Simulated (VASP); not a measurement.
A run of VASP 6.6.1:

File INCAR:

```
SYSTEM = ZnS
PREC = Accurate
ENCUT = 500
EDIFF = 1E-6
ISMEAR = 0
SIGMA = 0.01
LREAL = .False.
LASPH = .True.
NELM = 120
ALGO = Normal
ISIF = 2
LWAVE = .False.
LCHARG = .True.
GGA = PE
LELF = .True.
LVHAR = .True.
NBANDS = 16
GGA_COMPAT = .False.
```

KPOINTS

```
regular mesh
0
Gamma
  5 5 5
  0 0 0
```

POSCAR

```
ZnS
1.0
    0.0000000000      2.7223394842      2.7223394842
    2.7223394842      0.0000000000      2.7223394842
    2.7223394842      2.7223394842      0.0000000000
Zn S
1 1
Direct
    0.2500000000      0.2500000000      0.2500000000
    0.0000000000      0.0000000000      0.0000000000
```

Potentials or basis: VASP PAW PBE potentials, release 64 (Zn, S).

Command:

```bash
$ cat potpaw_PBE.64/Zn/POTCAR potpaw_PBE.64/S/POTCAR > POTCAR
$ mpirun -np 1 vasp_std > vasp.out
```

Hardware: 1 thread of Intel(R) Xeon(R) Platinum 8488C (Sapphire Rapids), with other jobs on the host.

Question: Estimate the wall time of this run.

Answer: Wall time 5.2 s on 1 thread of Intel(R) Xeon(R) Platinum 8488C (Sapphire Rapids), on a shared host, peak memory 0.15 GiB. Counts: scf iterations 12, k points 10.
